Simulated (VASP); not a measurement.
# BeZn2Se3 (P6/mmm) in VASP: a series of runs, part 2 of 2

VASP 6.6.1. Earlier steps stand in the parts before.

**3. Single point, PBE**

This run uses another cell than the first one, of 28.54 Å³/atom, 1.188 times its volume.

Contents of INCAR:

```
PREC = Accurate
ENCUT = 520
EDIFF = 1E-7
ISMEAR = 0
SIGMA = 0.1
LREAL = False
LASPH = True
NELM = 80
ALGO = Normal
ISIF = 2
LWAVE = False
LCHARG = True
GGA = PE
LELF = True
LVHAR = True
NBANDS = 31
```

Contents of KPOINTS:

```
regular mesh
0
Gamma
  6 6 2
```

Contents of POSCAR:

```
BeZn2Se3
1.0
    4.6950933551     -0.0000000029      0.0000000000
   -2.3475466750      4.0660701202      0.0000000000
    0.0000000000      0.0000000000      8.9710052599
Be Zn Se
1 2 3
Direct
    0.0000000000      0.0000000000      0.0000000000
    0.0000000000      0.0000000000      0.2460704077
    0.0000000000      0.0000000000      0.7539295923
    0.3333333333      0.6666666667      0.0000000000
    0.6666666667      0.3333333333      0.0000000000
    0.0000000000      0.0000000000      0.5000000000
```

Potentials or basis: VASP PAW PBE potentials, release 64 (Be, Zn, Se).

The run is started by

```console
$ cat potpaw_PBE.64/Be/POTCAR potpaw_PBE.64/Zn/POTCAR potpaw_PBE.64/Se/POTCAR > POTCAR
$ mpirun -np 1 vasp_std > vasp.out
```

OUTCAR:

```text
PREC = Accurate
   ENCUT = 520
   EDIFF = 1E-7
   ISMEAR = 0
   LREAL = False
   LASPH = True
   NELM = 80
   ISIF = 2
   GGA = PE

 ion  position               nearest neighbor table
   1  0.000  0.000  0.000-   2 2.21   3 2.21
   2  0.000  0.000  0.246-   1 2.21   6 2.28
   3  0.000  0.000  0.754-   1 2.21   6 2.28
   4  0.333  0.667  0.000-   5 2.71   5 2.71   5 2.71
   5  0.667  0.333  0.000-   4 2.71   4 2.71   4 2.71
   6  0.000  0.000  0.500-   2 2.28   3 2.28

  LATTYP: Found a hexagonal cell.
 ALAT       =     4.6950933551
 C/A-ratio  =     1.9107192512

  Lattice vectors:

 A1 = (   4.6950933551,  -0.0000000029,   0.0000000000)
 A2 = (  -2.3475466750,   4.0660701202,   0.0000000000)
 A3 = (   0.0000000000,   0.0000000000,   8.9710052599)

Analysis of symmetry for initial positions (statically):
=====================================================================
 Subroutine PRICEL returns:
 Original cell was already a primitive cell.

 Routine SETGRP: Setting up the symmetry group for a
 hexagonal supercell.

 Subroutine GETGRP returns: Found 24 space group operations
 (whereof 24 operations were pure point group operations)
 out of a pool of 24 trial point group operations.

The static configuration has the point symmetry D_6h.

Analysis of symmetry for dynamics (positions and initial velocities):
=====================================================================
 Subroutine PRICEL returns:
 Original cell was already a primitive cell.

 Routine SETGRP: Setting up the symmetry group for a
 hexagonal supercell.

 Subroutine GETGRP returns: Found 24 space group operations
 (whereof 24 operations were pure point group operations)
 out of a pool of 24 trial point group operations.

The dynamic configuration has the point symmetry D_6h.

 Subroutine INISYM returns: Found 24 space group operations
 (whereof 24 operations are pure point group operations),
 and found     1 'primitive' translations

----------------------------------------------------------------------------------------

                                     Primitive cell

  volume of cell :     171.2617

  direct lattice vectors                    reciprocal lattice vectors
     4.695093355 -0.000000003  0.000000000     0.212988310  0.122968858  0.000000000
    -2.347546675  4.066070120  0.000000000     0.000000000  0.245937716  0.000000000
     0.000000000  0.000000000  8.971005260     0.000000000  0.000000000  0.111470228

  length of vectors
     4.695093355  4.695093355  8.971005260     0.245937716  0.245937716  0.111470228

  position of ions in fractional coordinates (direct lattice)
     0.000000000  0.000000000  0.000000000
     0.000000000  0.000000000  0.246070408
     0.000000000  0.000000000  0.753929592
     0.333333333  0.666666667  0.000000000
     0.666666667  0.333333333  0.000000000
     0.000000000  0.000000000  0.500000000

  ion indices of the primitive-cell ions
[... 35 lines left out ...]
            Coordinates               Weight
  0.000000  0.000000  0.000000      1.000000
  0.166667  0.000000  0.000000      6.000000
  0.333333  0.000000  0.000000      6.000000
  0.500000  0.000000  0.000000      3.000000
  0.166667  0.166667  0.000000      6.000000
  0.333333  0.166667  0.000000     12.000000
  0.333333  0.333333  0.000000      2.000000
  0.000000  0.000000  0.500000      1.000000
  0.166667  0.000000  0.500000      6.000000
  0.333333  0.000000  0.500000      6.000000
  0.500000  0.000000  0.500000      3.000000
  0.166667  0.166667  0.500000      6.000000
  0.333333  0.166667  0.500000     12.000000
  0.333333  0.333333  0.500000      2.000000
   k-points           NKPTS =     14   k-points in BZ     NKDIM =     14   number of bands    NBANDS=     31
   number of dos      NEDOS =    301   number of ions     NIONS =      6
   total plane-waves  NPLWV =  90720
   dimension x,y,z NGX =    36 NGY =   36 NGZ =   70
   dimension x,y,z NGXF=    72 NGYF=   72 NGZF=  140
   ions per type =               1   2   3
   NGX,Y,Z   is equivalent  to a cutoff of  12.75, 12.75, 12.97 a.u.
   NGXF,Y,Z  is equivalent  to a cutoff of  25.49, 25.49, 25.94 a.u.
 SYSTEM =  unknown system
   PREC   = accura    normal or accurate (medium, high low for compatibility)
   ISTART =      0    job   : 0-new  1-cont  2-samecut
   ICHARG =      2    charge: 1-file 2-atom 10-const
   ISPIN  =      1    spin polarized calculation?
   LNONCOLLINEAR =      F non collinear calculations
   LSORBIT =      F    spin-orbit coupling
   LASPH  =      T    aspherical Exc in radial PAW
   ENCUT  =  520.0 eV  38.22 Ry    6.18 a.u.   8.73  8.73 16.68*2*pi/ulx,y,z
   NELM   =     80;   NELMIN=  2; NELMDL= -5     # of ELM steps
   EDIFF  = 0.1E-06   stopping-criterion for ELM
   LREAL  =      F    real-space projection
   EDIFFG = 0.1E-05   stopping-criterion for IOM
   NSW    =      0    number of steps for IOM
   IBRION =     -1    ionic relax: 0-MD 1-quasi-New 2-CG
   NFREE  =      0    steps in history (QN), initial steepest desc. (CG)
   ISIF   =      2    stress and relaxation
   ISYM   =      2    0-nonsym 1-usesym 2-fastsym
   POTIM  = 0.5000    time-step for ionic-motion
   TEBEG  =    0.0;   TEEND  =   0.0 temperature during run
   PSTRESS=    0.0 pullay stress
   NELECT =      44.0000    total number of electrons
   NUPDOWN=      -1.0000    fix difference up-down
   EMIN   =  10.00;   EMAX   =-10.00  energy-range for DOS
   EFERMI =   0.00;   METHOD = LEGACY
   ISMEAR =     0;   SIGMA  =   0.10  broadening in eV -4-tet -1-fermi 0-gaus
   EFERMI_NEDOS =   21; number of points for ismear=-14 and -15
   IALGO  =     38    algorithm
   IMIX   =      4    mixing-type and parameters
     AMIX     =   0.40;   BMIX     =  1.00
     AMIX_MAG =   1.60;   BMIX_MAG =  1.00
  volume/ion in A,a.u.               =      28.54       192.62
  Fermi-wavevector in a.u.,A,eV,Ry     =   1.040732  1.966699 14.736790  1.083123
  Thomas-Fermi vector in A             =   2.175321
   LORBIT       =      0    0 simple, 1 ext, 2 COOP (PROOUT), +10 PAW based schemes
   GGA     = PE    functional components
   LHFCALC =     F    Hartree Fock is set to
   AEXX    =    0.0000 exact exchange contribution
   IVDW    =     0    specifies the selected vdW correction
   LEPSILON=     F    determine dielectric tensor
   LRPA    =     F    only Hartree local field effects (RPA)
 non-spin polarized calculation
 Gauss-broadening in eV      SIGMA  =   0.10
  energy-cutoff  :      520.00
  volume of cell :      171.26
 maximum number of plane-waves:      4628
 NGX is ok and might be reduce to    36
   NGX = 17   NGY = 17   NGZ = 33

 number of electron      43.9999992 magnetization

 Free energy of the ion-electron system (eV)
  ---------------------------------------------------
  ext. energy  EPLUGINS =         0.00000000
  ---------------------------------------------------
  free energy    TOTEN  =       -13.76634009 eV

  energy without entropy =      -13.73746724  energy(sigma->0) =      -13.75190367

 E-fermi :   0.2385     XC(G=0):  -7.8742

 val. band max:        0.2278966439   @ k =   0.0000   0.0000   0.5000
 cond. band min:       0.2477155605   @ k =   0.1667   0.0000   0.0000
 fundamental gap:      0.0198189166
 Fermi energy:         0.2384652537

 k-point     1 :       0.0000    0.0000    0.0000
  band No.  band energies     occupation
      1     -14.7251      2.00000
      2     -11.4998      2.00000
      3     -10.3643      2.00000
      4      -6.8594      2.00000
      5      -6.3377      2.00000
      6      -6.3377      2.00000
[... 465 lines left out ...]
     30       5.6763      0.00000
     31       6.6513      0.00000

------------------------ aborting loop because EDIFF is reached ----------------------------------------

  FORCE on cell =-STRESS in cart. coord.  units (eV):
  Direction    XX          YY          ZZ          XY          YZ          ZX
  --------------------------------------------------------------------------------------
  -------------------------------------------------------------------------------------
  Total        0.0417416      0.0417416      0.6220028      0.0000000      0.0000000      0.0000000
  in kB        0.3904990      0.3904990      5.8189243      0.0000000      0.0000000      0.0000000
  external PRESSURE =       2.1999741 kB  Pullay stress =       0.0000000 kB

 VOLUME and BASIS-vectors are now :
 -----------------------------------------------------------------------------
  energy-cutoff  :      520.00
  volume of cell :      171.26
      direct lattice vectors                 reciprocal lattice vectors
     4.695093355 -0.000000003  0.000000000     0.212988310  0.122968858  0.000000000
    -2.347546675  4.066070120  0.000000000     0.000000000  0.245937716  0.000000000
     0.000000000  0.000000000  8.971005260     0.000000000  0.000000000  0.111470228

 POSITION                                       TOTAL-FORCE (eV/Angst)
 -----------------------------------------------------------------------------------
      0.00000      0.00000      0.00000         0.000000     -0.000000     -0.000000
      0.00000      0.00000      2.20750         0.000000      0.000000     -0.032648
      0.00000      0.00000      6.76351        -0.000000      0.000000      0.032648
      0.00000      2.71071      0.00000         0.000000     -0.000000     -0.000000
      2.34755      1.35536      0.00000        -0.000000      0.000000      0.000000
      0.00000      0.00000      4.48550         0.000000     -0.000000     -0.000000
 -----------------------------------------------------------------------------------
    total drift:                                0.000000      0.000000      0.000000

  FREE ENERGIE OF THE ION-ELECTRON SYSTEM (eV)
  ---------------------------------------------------
  free  energy   TOTEN  =       -13.7663400886 eV

  energy  without entropy=      -13.7374672421  energy(sigma->0) =      -13.75190367
```

OSZICAR:

```text
N       E                     dE             d eps       ncg     rms          rms(c)
DAV:   1     0.288520595312E+03    0.28852E+03   -0.18981E+04   868   0.138E+03
DAV:   2     0.187659276248E+02   -0.26975E+03   -0.25747E+03   932   0.310E+02
DAV:   3    -0.140514936272E+02   -0.32817E+02   -0.31898E+02  1107   0.107E+02
DAV:   4    -0.149981279983E+02   -0.94663E+00   -0.94394E+00  1016   0.171E+01
DAV:   5    -0.150078500467E+02   -0.97220E-02   -0.97204E-02  1034   0.164E+00    0.745E+00
DAV:   6    -0.138181846404E+02    0.11897E+01   -0.23051E+00  1129   0.232E+01    0.462E+00
DAV:   7    -0.138092534600E+02    0.89312E-02   -0.11516E+00   959   0.463E+00    0.236E+00
DAV:   8    -0.138461907356E+02   -0.36937E-01   -0.12797E+00  1114   0.250E+00    0.177E+00
DAV:   9    -0.137835778125E+02    0.62613E-01   -0.65940E-02  1002   0.173E+00    0.643E-01
DAV:  10    -0.137761855954E+02    0.73922E-02   -0.20099E-01  1264   0.149E+00    0.649E-01
DAV:  11    -0.137659065758E+02    0.10279E-01   -0.56839E-02  1096   0.697E-01    0.113E-01
DAV:  12    -0.137661493918E+02   -0.24282E-03   -0.26112E-03   903   0.207E-01    0.706E-02
DAV:  13    -0.137663498926E+02   -0.20050E-03   -0.32139E-04   945   0.139E-01    0.286E-02
DAV:  14    -0.137663450588E+02    0.48338E-05   -0.74287E-05  1016   0.989E-02    0.211E-02
DAV:  15    -0.137663395517E+02    0.55072E-05   -0.21962E-05   932   0.198E-02    0.839E-03
DAV:  16    -0.137663396581E+02   -0.10644E-06   -0.68212E-06  1020   0.133E-02    0.386E-03
DAV:  17    -0.137663400318E+02   -0.37366E-06   -0.15865E-06   966   0.658E-03    0.115E-03
DAV:  18    -0.137663400886E+02   -0.56850E-07   -0.16071E-07   714   0.396E-03
   1 F= -.13766340E+02 E0= -.13751904E+02  d E =-.288728E-01
```

It took 54 s on 1 thread of Intel Xeon 6975P-C (Granite Rapids), shared host; peak memory 0.32 GiB.

Results:

| Property | Result |
| --- | --- |
| Free energy | -13.7663 eV |
| Pressure | 0.2 GPa |
| Largest force | 0.033 eV/Å |
| Band gap on the k mesh | zero (band 22 reaches 0.41 eV, above the bottom of band 23 at -0.47 eV) |

Forces in eV/Å, atoms in the order of the input:
```
Be   0.000  0.000  0.000
Zn   0.000  0.000 -0.033
Zn   0.000  0.000  0.033
Se   0.000  0.000  0.000
Se   0.000  0.000  0.000
Se   0.000  0.000  0.000
```

Stress tensor (GPa, compression positive):
```
0.04 0.00 0.00
0.00 0.04 0.00
0.00 0.00 0.58
```

Levels at points of the mesh, in eV from the Fermi level:
```
           k point  band 19  band 20  band 21  band 22  band 23  band 24  band 25  band 26
(0.00, 0.00, 0.00)    -2.19    -2.19     0.06     0.06     0.23     1.06     1.84     4.75
(0.50, 0.00, 0.00)    -1.08    -0.21    -0.18    -0.05     0.23     1.64     3.36     3.62
(0.00, 0.00, 0.50)    -2.17    -1.49    -0.01    -0.01     0.19     0.23     3.69     3.80
(0.50, 0.00, 0.50)    -0.85    -0.48    -0.25     0.17     0.80     1.64     2.64     3.88
```
